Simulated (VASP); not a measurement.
# Mg (P6_3/mmc) in VASP: a series of runs

Mg is run at these levels: LDA; tasks: single point, relaxation of cell and atoms.

Program: VASP 6.6.1. These are calculated values, not measurements. Logs are shortened: lines on timing, memory, paths and dates and some standing lists are left out, and cuts for length are marked.

## 1. The cell of the first run

It takes space group P6_3/mmc (No. 194, hexagonal). The conventional cell has a = 3.086 Å, b = 3.086 Å, c = 5.284 Å, α = 90.00°, β = 90.00°, γ = 120.00°. Within 4.1 Å of Mg (site symmetry -6m2) lie 12 Mg at 3.09 to 3.19 Å.

## 2. Single point, LDA

File INCAR:

```
ALGO = Normal
EDIFF = 1E-6
ENCUT = 520
ISIF = 2
ISMEAR = 0
LASPH = True
LCHARG = True
LELF = True
LREAL = False
LVHAR = True
LWAVE = False
NBANDS = 9
NELM = 80
PREC = Accurate
SIGMA = 0.1
```

File KPOINTS:

```
k-points
0
Gamma
  7 7 4
```

File POSCAR:

```
Mg
1.0
    3.0858374232      0.0000000000      0.0000000000
   -1.5429187116      2.6724136004      0.0000000000
    0.0000000000      0.0000000000      5.2836541902
Mg
2
Direct
    0.3333333333      0.6666666667      0.2500000000
    0.6666666667      0.3333333333      0.7500000000
```

Potentials or basis: VASP PAW LDA potentials, release 64 (Mg).

Started as:

```bash
$ cat potpaw_LDA.64/Mg/POTCAR > POTCAR
$ mpirun -np 1 vasp_std > vasp.out
```

OUTCAR:

```text
EDIFF = 1E-6
   ENCUT = 520
   ISIF = 2
   ISMEAR = 0
   LASPH = True
   LREAL = False
   NELM = 80
   PREC = Accurate

 ion  position               nearest neighbor table
   1  0.333  0.667  0.250-   2 3.19   2 3.19   2 3.19   2 3.19   2 3.19   2 3.19
   2  0.667  0.333  0.750-   1 3.19   1 3.19   1 3.19   1 3.19   1 3.19   1 3.19

  LATTYP: Found a hexagonal cell.
 ALAT       =     3.0858374232
 C/A-ratio  =     1.7122270119

  Lattice vectors:

 A1 = (   3.0858374232,   0.0000000000,   0.0000000000)
 A2 = (  -1.5429187116,   2.6724136004,   0.0000000000)
 A3 = (   0.0000000000,   0.0000000000,   5.2836541902)

Analysis of symmetry for initial positions (statically):
=====================================================================
 Subroutine PRICEL returns:
 Original cell was already a primitive cell.

 Routine SETGRP: Setting up the symmetry group for a
 hexagonal supercell.

 Subroutine GETGRP returns: Found 24 space group operations
 (whereof 12 operations were pure point group operations)
 out of a pool of 24 trial point group operations.

The static configuration has the point symmetry D_3d.
 The point group associated with its full space group is D_6h.

Analysis of symmetry for dynamics (positions and initial velocities):
=====================================================================
 Subroutine PRICEL returns:
 Original cell was already a primitive cell.

 Routine SETGRP: Setting up the symmetry group for a
 hexagonal supercell.

 Subroutine GETGRP returns: Found 24 space group operations
 (whereof 12 operations were pure point group operations)
 out of a pool of 24 trial point group operations.

The dynamic configuration has the point symmetry D_3d.
 The point group associated with its full space group is D_6h.

 Subroutine INISYM returns: Found 24 space group operations
 (whereof 12 operations are pure point group operations),
 and found     1 'primitive' translations

----------------------------------------------------------------------------------------

                                     Primitive cell

  volume of cell :      43.5724

  direct lattice vectors                    reciprocal lattice vectors
     3.085837423  0.000000000  0.000000000     0.324061142  0.187096788  0.000000000
    -1.542918712  2.672413600  0.000000000     0.000000000  0.374193575  0.000000000
     0.000000000  0.000000000  5.283654190     0.000000000  0.000000000  0.189262954

  length of vectors
     3.085837423  3.085837423  5.283654190     0.374193575  0.374193575  0.189262954

  position of ions in fractional coordinates (direct lattice)
     0.333333333  0.666666667  0.250000000
     0.666666667  0.333333333  0.750000000

  ion indices of the primitive-cell ions
   primitive index   ion index
                 1           1
                 2           2

----------------------------------------------------------------------------------------

 KPOINTS: k-points

Automatic generation of k-mesh.
 Grid dimensions read from file:
 generate k-points for:    7    7    4

 Generating k-lattice:

  Cartesian coordinates                     Fractional coordinates (reciprocal lattice)
     0.046294449  0.026728113  0.000000000     0.142857143  0.000000000  0.000000000
     0.000000000  0.053456225  0.000000000     0.000000000  0.142857143  0.000000000
     0.000000000  0.000000000  0.047315739     0.000000000  0.000000000  0.250000000

  Length of vectors
     0.053456225  0.053456225  0.047315739

  Shift w.r.t. Gamma in fractional coordinates (k-lattice)
     0.000000000  0.000000000  0.000000000

 Subroutine IBZKPT returns following result:
 ===========================================

 Found     24 irreducible k-points:

 Following reciprocal coordinates:
            Coordinates               Weight
  0.000000  0.000000  0.000000      1.000000
  0.142857  0.000000  0.000000      6.000000
  0.285714  0.000000  0.000000      6.000000
  0.428571  0.000000  0.000000      6.000000
  0.142857  0.142857  0.000000      6.000000
  0.285714  0.142857  0.000000     12.000000
[... 16 lines left out ...]
  0.428571  0.142857  0.500000      6.000000
  0.285714  0.285714  0.500000      6.000000
   k-points           NKPTS =     24   k-points in BZ     NKDIM =     24   number of bands    NBANDS=      9
   number of dos      NEDOS =    301   number of ions     NIONS =      2
   total plane-waves  NPLWV =  23040
   dimension x,y,z NGX =    24 NGY =   24 NGZ =   40
   dimension x,y,z NGXF=    48 NGYF=   48 NGZF=   80
   ions per type =               2
   NGX,Y,Z   is equivalent  to a cutoff of  12.93, 12.93, 12.59 a.u.
   NGXF,Y,Z  is equivalent  to a cutoff of  25.86, 25.86, 25.17 a.u.
 SYSTEM =  unknown system
   PREC   = accura    normal or accurate (medium, high low for compatibility)
   ISTART =      0    job   : 0-new  1-cont  2-samecut
   ICHARG =      2    charge: 1-file 2-atom 10-const
   ISPIN  =      1    spin polarized calculation?
   LNONCOLLINEAR =      F non collinear calculations
   LSORBIT =      F    spin-orbit coupling
   LASPH  =      T    aspherical Exc in radial PAW
   ENCUT  =  520.0 eV  38.22 Ry    6.18 a.u.   5.74  5.74  9.82*2*pi/ulx,y,z
   NELM   =     80;   NELMIN=  2; NELMDL= -5     # of ELM steps
   EDIFF  = 0.1E-05   stopping-criterion for ELM
   LREAL  =      F    real-space projection
   EDIFFG = 0.1E-04   stopping-criterion for IOM
   NSW    =      0    number of steps for IOM
   IBRION =     -1    ionic relax: 0-MD 1-quasi-New 2-CG
   NFREE  =      0    steps in history (QN), initial steepest desc. (CG)
   ISIF   =      2    stress and relaxation
   ISYM   =      2    0-nonsym 1-usesym 2-fastsym
   POTIM  = 0.5000    time-step for ionic-motion
   TEBEG  =    0.0;   TEEND  =   0.0 temperature during run
   PSTRESS=    0.0 pullay stress
   NELECT =       4.0000    total number of electrons
   NUPDOWN=      -1.0000    fix difference up-down
   EMIN   =  10.00;   EMAX   =-10.00  energy-range for DOS
   EFERMI =   0.00;   METHOD = LEGACY
   ISMEAR =     0;   SIGMA  =   0.10  broadening in eV -4-tet -1-fermi 0-gaus
   EFERMI_NEDOS =   21; number of points for ismear=-14 and -15
   IALGO  =     38    algorithm
   IMIX   =      4    mixing-type and parameters
     AMIX     =   0.40;   BMIX     =  1.00
     AMIX_MAG =   1.60;   BMIX_MAG =  1.00
  volume/ion in A,a.u.               =      21.79       147.02
  Fermi-wavevector in a.u.,A,eV,Ry     =   0.738512  1.395586  7.420625  0.545401
  Thomas-Fermi vector in A             =   1.832453
   LORBIT       =      0    0 simple, 1 ext, 2 COOP (PROOUT), +10 PAW based schemes
   GGA     = CA    functional components
   LHFCALC =     F    Hartree Fock is set to
   AEXX    =    0.0000 exact exchange contribution
   IVDW    =     0    specifies the selected vdW correction
   LEPSILON=     F    determine dielectric tensor
   LRPA    =     F    only Hartree local field effects (RPA)
 non-spin polarized calculation
 Gauss-broadening in eV      SIGMA  =   0.10
  energy-cutoff  :      520.00
  volume of cell :       43.57
 maximum number of plane-waves:      1192
 NGX is ok and might be reduce to    24
   NGX = 11   NGY = 11   NGZ = 19

 number of electron       4.0000000 magnetization

 Free energy of the ion-electron system (eV)
  ---------------------------------------------------
  ext. energy  EPLUGINS =         0.00000000
  ---------------------------------------------------
  free energy    TOTEN  =        -3.65476368 eV

  energy without entropy =       -3.65040087  energy(sigma->0) =       -3.65258228

 E-fermi :   2.7511     XC(G=0):  -8.8482

 val. band max:        2.6928102543   @ k =   0.4286   0.1429   0.5000
 cond. band min:       2.8320637413   @ k =   0.4286   0.0000   0.2500
 fundamental gap:      0.1392534870
 Fermi energy:         2.7511261309

 k-point     1 :       0.0000    0.0000    0.0000
  band No.  band energies     occupation
      1      -4.4008      2.00000
      2       0.7432      2.00000
      3       0.9760      2.00000
      4      14.2906      0.00000
      5      14.5246      0.00000
      6      14.5246      0.00000
      7      14.8053      0.00000
      8      14.8053      0.00000
      9      16.1467      0.00000

 k-point     2 :       0.1429    0.0000    0.0000
  band No.  band energies     occupation
      1      -3.9710      2.00000
      2       1.1355      2.00000
      3       1.3942      2.00000
      4      10.2459      0.00000
      5      12.5688      0.00000
      6      13.0901      0.00000
      7      14.7665      0.00000
      8      14.9315      0.00000
      9      16.4399      0.00000

 k-point     3 :       0.2857    0.0000    0.0000
  band No.  band energies     occupation
      1      -2.6942      2.00000
      2       2.3149      2.00000
      3       2.5853      1.98101
      4       6.0416      0.00000
      5      10.3917      0.00000
      6      10.6400      0.00000
      7      11.1675      0.00000
      8      12.8831      0.00000
      9      15.4821      0.00000

 k-point     4 :       0.4286    0.0000    0.0000
  band No.  band energies     occupation
      1      -0.6083      2.00000
      2       2.1760      2.00000
      3       4.2840      0.00000
      4       4.8375      0.00000
      5       7.0766      0.00000
      6       7.4377      0.00000
      7      10.4684      0.00000
      8      11.7966      0.00000
      9      14.6614      0.00000
[... 205 lines left out ...]
 k-point    22 :       0.2857    0.1429    0.5000
  band No.  band energies     occupation
      1      -0.1416      2.00000
      2      -0.1416      2.00000
      3       5.4951      0.00000
      4       5.4951      0.00000
      5       8.2171      0.00000
      6       8.2171      0.00000
      7      10.4085      0.00000
      8      10.4085      0.00000
      9      15.1899      0.00000

 k-point    23 :       0.4286    0.1429    0.5000
  band No.  band energies     occupation
      1       1.9616      2.00000
      2       1.9616      2.00000
      3       2.6928      1.59046
      4       2.6928      1.59046
      5       7.9488      0.00000
      6       7.9488      0.00000
      7      12.2202      0.00000
      8      12.2202      0.00000
      9      12.6856      0.00000

 k-point    24 :       0.2857    0.2857    0.5000
  band No.  band energies     occupation
      1       1.8485      2.00000
      2       1.8485      2.00000
      3       4.3352      0.00000
      4       4.3352      0.00000
      5       5.3352      0.00000
      6       5.3352      0.00000
      7      12.0886      0.00000
      8      12.0886      0.00000
      9      14.3803      0.00000

------------------------ aborting loop because EDIFF is reached ----------------------------------------

  FORCE on cell =-STRESS in cart. coord.  units (eV):
  Direction    XX          YY          ZZ          XY          YZ          ZX
  --------------------------------------------------------------------------------------
  -------------------------------------------------------------------------------------
  Total       -0.0789455     -0.0789455     -0.0972368      0.0000000      0.0000000      0.0000000
  in kB       -2.9028639     -2.9028639     -3.5754436      0.0000000      0.0000000      0.0000000
  external PRESSURE =      -3.1270571 kB  Pullay stress =       0.0000000 kB

 VOLUME and BASIS-vectors are now :
 -----------------------------------------------------------------------------
  energy-cutoff  :      520.00
  volume of cell :       43.57
      direct lattice vectors                 reciprocal lattice vectors
     3.085837423  0.000000000  0.000000000     0.324061142  0.187096788  0.000000000
    -1.542918712  2.672413600  0.000000000     0.000000000  0.374193575  0.000000000
     0.000000000  0.000000000  5.283654190     0.000000000  0.000000000  0.189262954

 POSITION                                       TOTAL-FORCE (eV/Angst)
 -----------------------------------------------------------------------------------
     -0.00000      1.78161      1.32091        -0.000000      0.000000      0.000000
      1.54292      0.89080      3.96274         0.000000      0.000000      0.000000
 -----------------------------------------------------------------------------------
    total drift:                                0.000000     -0.000000      0.000000

  FREE ENERGIE OF THE ION-ELECTRON SYSTEM (eV)
  ---------------------------------------------------
  free  energy   TOTEN  =        -3.6547636848 eV

  energy  without entropy=       -3.6504008714  energy(sigma->0) =       -3.65258228
```

Wall time 5.7 s (1 thread of Intel Xeon Platinum 8259CL at 2.50GHz (Skylake/Cascade Lake), shared host); peak memory 0.14 GiB.

What came out:

* Free energy: -3.6548 eV
* Pressure: -0.3 GPa
* Band gap on the k mesh: zero (band 2 reaches 3.46 eV, above the bottom of band 3 at 0.98 eV)

## 3. Relaxation of cell and atoms, LDA

This run uses another cell than the first one, of 23.24 Å³/atom, 1.067 times its volume.

File INCAR:

```
  PREC = Accurate
  ENCUT = 600
  EDIFF = 1E-6
  ISMEAR = 0
  SIGMA = 0.1
  LREAL = F
  LASPH = T
  NELM = 100
  ALGO = Normal
  ISIF = 3
  LWAVE = F
  LCHARG = F
  IBRION = 2
  NSW = 80
  EDIFFG = -0.02
```

File KPOINTS:

```
regular mesh
0
Gamma
  7 7 4
```

File POSCAR:

```
Mg
1.0
    3.2093000000      0.0000000000      0.0000000000
   -1.6046500000      2.7793400000      0.0000000000
    0.0000000000      0.0000000000      5.2103000000
Mg
2
Direct
    0.3333333333      0.6666666667      0.2500000000
    0.6666666667      0.3333333333      0.7500000000
```

Potentials or basis: VASP PAW LDA potentials, release 64 (Mg).

Started as:

```bash
$ cat potpaw_LDA.64/Mg/POTCAR > POTCAR
$ mpirun -np 1 vasp_std > vasp.out
```

Run time: 34 s. Hardware: 1 thread of Intel Xeon Platinum 8259CL at 2.50GHz (Skylake/Cascade Lake), shared host; peak memory 0.15 GiB.

Results (log left out):

| Quantity | Value |
| --- | --- |
| Free energy | -3.6552 eV |
| Relaxed volume | 21.61 Å³/atom |
| Relaxed cell | a = 3.076 Å, b = 3.076 Å, c = 5.273 Å, α = 90.00°, β = 90.00°, γ = 120.00° |
| Space group after relaxing (to 0.05 Å) | P6_3/mmc (No. 194) |
| Energy gained by relaxing | 20.9 meV/atom |
| Ionic steps | 10 |
| Pressure after relaxing | 0.0 GPa |
| Band gap on the k mesh | zero (band 2 reaches 3.50 eV, above the bottom of band 3 at 1.01 eV) |

Stress tensor (GPa, compression positive):
```
 0.10  0.00  0.00
 0.00  0.10  0.00
 0.00  0.00 -0.15
```

Step by step:
```tsv
step	energy change (eV)	largest force (eV/Å)	pressure (GPa)	volume (Å³)
1	0.0000	0.0000	-2.63	46.47
2	-0.0352	0.0000	-0.76	43.95
3	-0.0386	0.0000	0.06	43.06
4	-0.0387	0.0000	0.21	42.92
5	-0.0398	0.0000	0.10	43.05
6	-0.0416	0.0000	-0.18	43.44
7	-0.0416	0.0000	-0.10	43.33
8	-0.0417	0.0000	-0.14	43.37
9	-0.0417	0.0000	-0.14	43.38
10	-0.0417	0.0000	0.02	43.22
```

Final structure:
```cif
data_structure
_symmetry_space_group_name_H-M 'P 1'
_symmetry_Int_Tables_number 1
_cell_length_a 3.0764
_cell_length_b 3.0764
_cell_length_c 5.2732
_cell_angle_alpha 90.000
_cell_angle_beta 90.000
_cell_angle_gamma 120.000
_cell_volume 43.22
loop_
_atom_site_label
_atom_site_type_symbol
_atom_site_fract_x
_atom_site_fract_y
_atom_site_fract_z
_atom_site_occupancy
Mg1 Mg 0.33333 0.66667 0.25000 1
Mg2 Mg 0.66667 0.33333 0.75000 1
```

Levels at points of the mesh, in eV from the Fermi level:
```tsv
k point	band 1	band 2	band 3	band 4	band 5	band 6
(0.00, 0.00, 0.00)	-7.19	-2.04	-1.79	11.56	11.83	11.83
(0.00, 0.00, 0.50)	-5.85	-5.85	4.36	4.36	12.52	12.52
```

LDA usually gives volumes a few per cent too small. Zero-point motion and thermal expansion aren't in these numbers.
